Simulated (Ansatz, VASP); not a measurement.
**One calculation of Al, two programs**

```xyz
4
Lattice="2.7955 0.0000 0.0000 -1.3978 2.4210 0.0000 0.0000 0.0000 9.1790" Properties=species:S:1:pos:R:3 pbc="T T T"
Al    0.0000    0.0000    0.0000
Al    0.0000    1.6140    2.2948
Al    0.0000    0.0000    4.5895
Al    1.3978    0.8070    6.8843
```

Alike in both runs: task single point; functional PBE; dispersion D3(BJ); k mesh 18 × 18 × 6; occupations gaussian, width 0.15 eV; no spin polarisation.

|  | VASP | Ansatz |
| --- | --- | --- |
| version | VASP 6.6.1 | Ansatz 0.2.0 |
| potentials or method | VASP PAW PBE potentials, release 64 (Al), cutoff 520 eV | scalar-relativistic, plane waves, PAW |
| valence electrons in the cell | 12 | 12 |

|  | VASP | Ansatz | Ansatz less VASP |
| --- | --- | --- | --- |
| gap on the k mesh at the Fermi level (eV) | none | none | - |
| pressure (GPa) | 1.8 | 1.8 | 0.00 |

A gap of «none» marks a metal or a gap that the smearing closes.
